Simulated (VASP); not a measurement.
A run of VASP 6.6.1 is set up as follows.

Contents of INCAR:

```
  ALGO = Normal
  EDIFF = 1E-7
  ENCUT = 520
  GGA = PE
  ISIF = 2
  ISMEAR = 0
  IVDW = 12
  LASPH = True
  LCHARG = False
  LREAL = False
  LWAVE = False
  NBANDS = 12
  NELM = 80
  PREC = Accurate
  SIGMA = 0.1
```

Contents of KPOINTS:

```
k-points
0
Gamma
  18 18 18
```

POSCAR

```
Au
1.0
    0.0000000000      2.0308795513      2.0308795513
    2.0308795513      0.0000000000      2.0308795513
    2.0308795513      2.0308795513      0.0000000000
Au
1
Direct
    0.0000000000      0.0000000000      0.0000000000
```

Potentials or basis: VASP PAW PBE potentials, release 64 (Au).

Run with:

```bash
$ cat potpaw_PBE.64/Au/POTCAR > POTCAR
$ mpirun -np 1 vasp_std > vasp.out
```

Task: Predict the band gap on the k mesh.

Result: Zero (an odd number of electrons rules out a gap without spin polarisation).

Task: Estimate the pressure.

Result: 5.1 GPa.

Caveat: the cell stands under pressure; spin-orbit coupling is left out, which moves the levels of the heavy elements.
